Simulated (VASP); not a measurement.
# GaN (Fm-3m) in VASP: further runs

Runs on GaN. Level: r2SCAN. Tasks: single point.

Everything below comes from runs of VASP 6.6.1. Logs are shortened: lines on timing, memory, paths and dates and some standing lists are left out, and cuts for length are marked.

**1. The cell of the first run**

The structure is cubic, space group Fm-3m (No. 225). The conventional cell has a = 4.189 Å, b = 4.189 Å, c = 4.189 Å, α = 90.00°, β = 90.00°, γ = 90.00°. Ga (site symmetry m-3m) has 6 N at 2.09 Å within 2.8 Å. Within 2.8 Å of N (site symmetry m-3m) lie 6 Ga at 2.09 Å.

**2. Single point, r2SCAN (volume scaled by 0.98)**

POSCAR

```
GaN
1.0
    0.0000000000      2.0943098339      2.0943098339
    2.0943098339      0.0000000000      2.0943098339
    2.0943098339      2.0943098339      0.0000000000
Ga N
1 1
Direct
    0.5000000000      0.5000000000      0.5000000000
    0.0000000000      0.0000000000      0.0000000000
```

INCAR.step1

```
PREC = Accurate
ENCUT = 520
ISMEAR = 0
SIGMA = 0.05
LREAL = F
LASPH = T
NELM = 80
NBANDS = 16
GGA = PE
ALGO = Normal
EDIFF = 1E-4
LWAVE = T
LCHARG = F
```

INCAR.step2

```
PREC = Accurate
ENCUT = 520
EDIFF = 1E-7
ISMEAR = 0
SIGMA = 0.05
LREAL = F
LASPH = T
NELM = 80
ALGO = Normal
ISIF = 2
LWAVE = F
LCHARG = F
METAGGA = R2SCAN
LMIXTAU = T
NBANDS = 16
ISTART = 1
```

KPOINTS

```
regular mesh
0
Gamma
  10 10 10
```

Potentials or basis: VASP PAW PBE potentials, release 64 (Ga_d, N).

Command:

```console
$ cat potpaw_PBE.64/Ga_d/POTCAR potpaw_PBE.64/N/POTCAR > POTCAR
$ cp INCAR.step1 INCAR
$ mpirun -np 1 vasp_std > vasp.out
$ cp INCAR.step2 INCAR
$ mpirun -np 1 vasp_std > vasp.out
```

OUTCAR:

```text
PREC = Accurate
   ENCUT = 520
   EDIFF = 1E-7
   ISMEAR = 0
   LREAL = F
   LASPH = T
   NELM = 80
   ISIF = 2
   METAGGA = R2SCAN
   ISTART = 1

 ion  position               nearest neighbor table
   1  0.500  0.500  0.500-   2 2.09   2 2.09   2 2.09   2 2.09   2 2.09   2 2.09
   2  0.000  0.000  0.000-   1 2.09   1 2.09   1 2.09   1 2.09   1 2.09   1 2.09

  LATTYP: Found a face centered cubic cell.
 ALAT       =     4.1886196678

  Lattice vectors:

 A1 = (   0.0000000000,   2.0943098339,   2.0943098339)
 A2 = (   2.0943098339,   0.0000000000,   2.0943098339)
 A3 = (   2.0943098339,   2.0943098339,   0.0000000000)

Analysis of symmetry for initial positions (statically):
=====================================================================
 Subroutine PRICEL returns:
 Original cell was already a primitive cell.

 Routine SETGRP: Setting up the symmetry group for a
 face centered cubic supercell.

 Subroutine GETGRP returns: Found 48 space group operations
 (whereof 48 operations were pure point group operations)
 out of a pool of 48 trial point group operations.

The static configuration has the point symmetry O_h .

Analysis of symmetry for dynamics (positions and initial velocities):
=====================================================================
 Subroutine PRICEL returns:
 Original cell was already a primitive cell.

 Routine SETGRP: Setting up the symmetry group for a
 face centered cubic supercell.

 Subroutine GETGRP returns: Found 48 space group operations
 (whereof 48 operations were pure point group operations)
 out of a pool of 48 trial point group operations.

The dynamic configuration has the point symmetry O_h .

 Subroutine INISYM returns: Found 48 space group operations
 (whereof 48 operations are pure point group operations),
 and found     1 'primitive' translations

----------------------------------------------------------------------------------------

                                     Primitive cell

  volume of cell :      18.3718

  direct lattice vectors                    reciprocal lattice vectors
     0.000000000  2.094309834  2.094309834    -0.238742134  0.238742134  0.238742134
     2.094309834  0.000000000  2.094309834     0.238742134 -0.238742134  0.238742134
     2.094309834  2.094309834  0.000000000     0.238742134  0.238742134 -0.238742134

  length of vectors
     2.961801371  2.961801371  2.961801371     0.413513507  0.413513507  0.413513507

  position of ions in fractional coordinates (direct lattice)
     0.500000000  0.500000000  0.500000000
     0.000000000  0.000000000  0.000000000

  ion indices of the primitive-cell ions
   primitive index   ion index
                 1           1
                 2           2

----------------------------------------------------------------------------------------

 KPOINTS: regular mesh

Automatic generation of k-mesh.
 Grid dimensions read from file:
 generate k-points for:   10   10   10

 Generating k-lattice:

  Cartesian coordinates                     Fractional coordinates (reciprocal lattice)
    -0.023874213  0.023874213  0.023874213     0.100000000  0.000000000  0.000000000
     0.023874213 -0.023874213  0.023874213     0.000000000  0.100000000  0.000000000
     0.023874213  0.023874213 -0.023874213     0.000000000  0.000000000  0.100000000

  Length of vectors
     0.041351351  0.041351351  0.041351351

  Shift w.r.t. Gamma in fractional coordinates (k-lattice)
     0.000000000  0.000000000  0.000000000

 Subroutine IBZKPT returns following result:
 ===========================================

 Found     47 irreducible k-points:

 Following reciprocal coordinates:
            Coordinates               Weight
  0.000000  0.000000  0.000000      1.000000
  0.100000  0.000000  0.000000      8.000000
  0.200000  0.000000  0.000000      8.000000
  0.300000  0.000000  0.000000      8.000000
  0.400000  0.000000  0.000000      8.000000
  0.500000  0.000000  0.000000      4.000000
[... 16 lines left out ...]
  0.300000  0.300000  0.000000      6.000000
  0.400000  0.300000  0.000000     24.000000
 [... further k-points ...]
   k-points           NKPTS =     47   k-points in BZ     NKDIM =     47   number of bands    NBANDS=     16
   number of dos      NEDOS =    301   number of ions     NIONS =      2
   total plane-waves  NPLWV =  13824
   dimension x,y,z NGX =    24 NGY =   24 NGZ =   24
   dimension x,y,z NGXF=    48 NGYF=   48 NGZF=   48
   ions per type =               1   1
   NGX,Y,Z   is equivalent  to a cutoff of  13.47, 13.47, 13.47 a.u.
   NGXF,Y,Z  is equivalent  to a cutoff of  26.94, 26.94, 26.94 a.u.
 SYSTEM =  unknown system
   PREC   = accura    normal or accurate (medium, high low for compatibility)
   ISTART =      1    job   : 0-new  1-cont  2-samecut
   ICHARG =      0    charge: 1-file 2-atom 10-const
   ISPIN  =      1    spin polarized calculation?
   LNONCOLLINEAR =      F non collinear calculations
   LSORBIT =      F    spin-orbit coupling
   LASPH  =      T    aspherical Exc in radial PAW
   ENCUT  =  520.0 eV  38.22 Ry    6.18 a.u.   5.51  5.51  5.51*2*pi/ulx,y,z
   NELM   =     80;   NELMIN=  2; NELMDL=  0     # of ELM steps
   EDIFF  = 0.1E-06   stopping-criterion for ELM
   LREAL  =      F    real-space projection
   EDIFFG = 0.1E-05   stopping-criterion for IOM
   NSW    =      0    number of steps for IOM
   IBRION =     -1    ionic relax: 0-MD 1-quasi-New 2-CG
   NFREE  =      0    steps in history (QN), initial steepest desc. (CG)
   ISIF   =      2    stress and relaxation
   ISYM   =      2    0-nonsym 1-usesym 2-fastsym
   POTIM  = 0.5000    time-step for ionic-motion
   TEBEG  =    0.0;   TEEND  =   0.0 temperature during run
   PSTRESS=    0.0 pullay stress
   NELECT =      18.0000    total number of electrons
   NUPDOWN=      -1.0000    fix difference up-down
   EMIN   =  10.00;   EMAX   =-10.00  energy-range for DOS
   EFERMI =   0.00;   METHOD = LEGACY
   ISMEAR =     0;   SIGMA  =   0.05  broadening in eV -4-tet -1-fermi 0-gaus
   EFERMI_NEDOS =   21; number of points for ismear=-14 and -15
   IALGO  =     38    algorithm
   IMIX   =      4    mixing-type and parameters
     AMIX     =   0.40;   BMIX     =  1.00
     AMIX_MAG =   1.60;   BMIX_MAG =  1.00
  volume/ion in A,a.u.               =       9.19        61.99
  Fermi-wavevector in a.u.,A,eV,Ry     =   1.625978  3.072653 35.971155  2.643805
  Thomas-Fermi vector in A             =   2.719013
   LORBIT       =      0    0 simple, 1 ext, 2 COOP (PROOUT), +10 PAW based schemes
   METAGGA = R2SCAN    functional components
   LHFCALC =     F    Hartree Fock is set to
   AEXX    =    0.0000 exact exchange contribution
   IVDW    =     0    specifies the selected vdW correction
   LEPSILON=     F    determine dielectric tensor
   LRPA    =     F    only Hartree local field effects (RPA)
 non-spin polarized calculation
 Gauss-broadening in eV      SIGMA  =   0.05
  energy-cutoff  :      520.00
  volume of cell :       18.37
 maximum number of plane-waves:       531
 NGX is ok and might be reduce to    24
   NGX = 11   NGY = 11   NGZ = 11

 number of electron      18.0000002 magnetization

 Free energy of the ion-electron system (eV)
  ---------------------------------------------------
  ext. energy  EPLUGINS =         0.00000000
  ---------------------------------------------------
  free energy    TOTEN  =       -20.96658279 eV

  energy without entropy =      -20.96658279  energy(sigma->0) =      -20.96658279

 E-fermi :   8.3183     XC(G=0): -14.3509

 val. band max:        7.9740696986   @ k =  -0.2000   0.2000   0.0000
 cond. band min:       9.2904086101   @ k =   0.5000   0.5000   0.0000
 fundamental gap:      1.3163389115
 Fermi energy:         8.3182744983

 k-point     1 :       0.0000    0.0000    0.0000
  band No.  band energies     occupation
      1     -10.3409      2.00000
      2      -6.3689      2.00000
      3      -6.3689      2.00000
      4      -6.3689      2.00000
      5      -6.2950      2.00000
      6      -6.2950      2.00000
[... 8 lines left out ...]
     15      25.3361      0.00000
     16      25.3361      0.00000

 k-point     2 :       0.1000    0.0000    0.0000
  band No.  band energies     occupation
      1     -10.1392      2.00000
      2      -6.3775      2.00000
      3      -6.3614      2.00000
      4      -6.3614      2.00000
      5      -6.3080      2.00000
      6      -6.3079      2.00000
[... 8 lines left out ...]
     15      25.1260      0.00000
     16      25.1474      0.00000

 k-point     3 :       0.2000    0.0000    0.0000
  band No.  band energies     occupation
      1      -9.5557      2.00000
      2      -6.4067      2.00000
      3      -6.4066      2.00000
      4      -6.4017      2.00000
      5      -6.2760      2.00000
      6      -6.2760      2.00000
[... 8 lines left out ...]
     15      26.1113      0.00000
     16      26.1114      0.00000

 k-point     4 :       0.3000    0.0000    0.0000
  band No.  band energies     occupation
      1      -8.6714      2.00000
      2      -6.4870      2.00000
      3      -6.4870      2.00000
      4      -6.4400      2.00000
      5      -6.2105      2.00000
      6      -6.2105      2.00000
[... 8 lines left out ...]
     15      28.0191      0.00000
     16      28.0192      0.00000
[... 324 lines left out ...]
 k-point    22 :      -0.2000    0.2000    0.0000
  band No.  band energies     occupation
      1      -8.5362      2.00000
      2      -6.4872      2.00000
      3      -6.4719      2.00000
      4      -6.4098      2.00000
      5      -6.2554      2.00000
      6      -6.0091      2.00000
[... 8 lines left out ...]
     15      28.3887      0.00000
     16      30.4588      0.00000

 k-point    23 :       0.3000    0.3000    0.0000
  band No.  band energies     occupation
      1      -8.7408      2.00000
      2      -6.4920      2.00000
      3      -6.2185      2.00000
      4      -6.1927      2.00000
      5      -6.1927      2.00000
      6      -5.8897      2.00000
[... 8 lines left out ...]
     15      33.2307      0.00000
     16      35.3182      0.00000

 k-point    24 :       0.4000    0.3000    0.0000
  band No.  band energies     occupation
      1      -8.5177      2.00000
      2      -6.5069      2.00000
      3      -6.2521      2.00000
      4      -6.1804      2.00000
      5      -6.1272      2.00000
      6      -5.2621      2.00000
[... 8 lines left out ...]
     15      34.1684      0.00000
     16      35.8832      0.00000

 [... further k-points ...]

------------------------ aborting loop because EDIFF is reached ----------------------------------------

  FORCE on cell =-STRESS in cart. coord.  units (eV):
  Direction    XX          YY          ZZ          XY          YZ          ZX
  --------------------------------------------------------------------------------------
  -------------------------------------------------------------------------------------
  Total        0.7630888      0.7630888      0.7630888     -0.0000000      0.0000000     -0.0000000
  in kB       66.5476688     66.5476688     66.5476688     -0.0000000      0.0000000     -0.0000000
  external PRESSURE =      66.5476688 kB  Pullay stress =       0.0000000 kB

 VOLUME and BASIS-vectors are now :
 -----------------------------------------------------------------------------
  energy-cutoff  :      520.00
  volume of cell :       18.37
      direct lattice vectors                 reciprocal lattice vectors
     0.000000000  2.094309834  2.094309834    -0.238742134  0.238742134  0.238742134
     2.094309834  0.000000000  2.094309834     0.238742134 -0.238742134  0.238742134
     2.094309834  2.094309834  0.000000000     0.238742134  0.238742134 -0.238742134

 POSITION                                       TOTAL-FORCE (eV/Angst)
 -----------------------------------------------------------------------------------
      2.09431      2.09431      2.09431         0.000000      0.000000     -0.000000
      0.00000      0.00000      0.00000        -0.000000     -0.000000      0.000000
 -----------------------------------------------------------------------------------
    total drift:                                0.000000     -0.000000      0.000000

  FREE ENERGIE OF THE ION-ELECTRON SYSTEM (eV)
  ---------------------------------------------------
  free  energy   TOTEN  =       -20.9665827908 eV

  energy  without entropy=      -20.9665827908  energy(sigma->0) =      -20.96658279
```

Run time: 2.6 min. Hardware: 1 thread of AMD EPYC 7R13, shared host; peak memory 0.12 GiB.

Results:

| Item | Value |
| --- | --- |
| Free energy | -20.9666 eV |
| Pressure | 6.7 GPa |
| Band gap on the k mesh | 1.32 eV, indirect (least direct gap 3.68 eV) |

Caveat: the cell differs from its parent crystal (volume scaled by 0.98); the PAW data sets were made with another functional, which shifts forces and pressure a little.

**3. Single point, r2SCAN**

This run uses another cell than the first one, of 9.39 Å³/atom, 1.023 times its volume.

POSCAR

```
GaN
1.0
    0.0000000000      2.1099764705      2.1099764705
    2.1099764705      0.0000000000      2.1099764705
    2.1099764705      2.1099764705      0.0000000000
Ga N
1 1
Direct
    0.5000000000      0.5000000000      0.5000000000
    0.0000000000      0.0000000000      0.0000000000
```

INCAR.step1

```
PREC = Accurate ; ENCUT = 520
ISMEAR = 0 ; SIGMA = 0.05
LREAL = F ; LASPH = T
NELM = 80 ; NBANDS = 16
GGA = PE ; ALGO = Normal
EDIFF = 1E-4 ; LWAVE = T
LCHARG = F
```

INCAR.step2

```
PREC = Accurate ; ENCUT = 520
EDIFF = 1E-6 ; ISMEAR = 0
SIGMA = 0.05 ; LREAL = F
LASPH = T ; NELM = 80
ALGO = Normal ; ISIF = 2
LWAVE = F ; LCHARG = T
METAGGA = R2SCAN ; LMIXTAU = T
LELF = T ; LVHAR = T
NBANDS = 16 ; ISTART = 1
```

KPOINTS is that of step 2.

Potentials or basis: VASP PAW PBE potentials, release 64 (Ga_d, N).

Command:

```console
$ cat potpaw_PBE.64/Ga_d/POTCAR potpaw_PBE.64/N/POTCAR > POTCAR
$ cp INCAR.step1 INCAR
$ mpirun -np 1 vasp_std > vasp.out
$ cp INCAR.step2 INCAR
$ mpirun -np 1 vasp_std > vasp.out
```

Run time: 2 min. Hardware: 1 thread of AMD EPYC 7R13, shared host; peak memory 0.12 GiB.

It converged, with:

```yaml
Free_energy: -20.9764 eV
Pressure: 0.8 GPa
Band_gap_on_the_k_mesh: 1.16 eV, indirect (least direct gap 3.38 eV)
```

Levels at points of the mesh, in eV from the valence-band top:
| k point | band 6 | band 7 | band 8 | band 9 | band 10 | band 11 | band 12 | band 13 |
| --- | --- | --- | --- | --- | --- | --- | --- | --- |
| (0.00, 0.00, 0.00) | -14.29 | -0.50 | -0.50 | -0.50 | 2.88 | 15.51 | 15.51 | 15.51 |
| (0.50, 0.00, 0.00) | -14.14 | -8.35 | -0.15 | -0.15 | 5.41 | 9.87 | 9.87 | 10.41 |
| (0.50, 0.50, 0.00) | -11.51 | -7.24 | -3.11 | -3.11 | 1.16 | 8.53 | 13.13 | 15.75 |

Caveat: the PAW data sets were made with another functional, which shifts forces and pressure a little. A k mesh can miss the band edges.
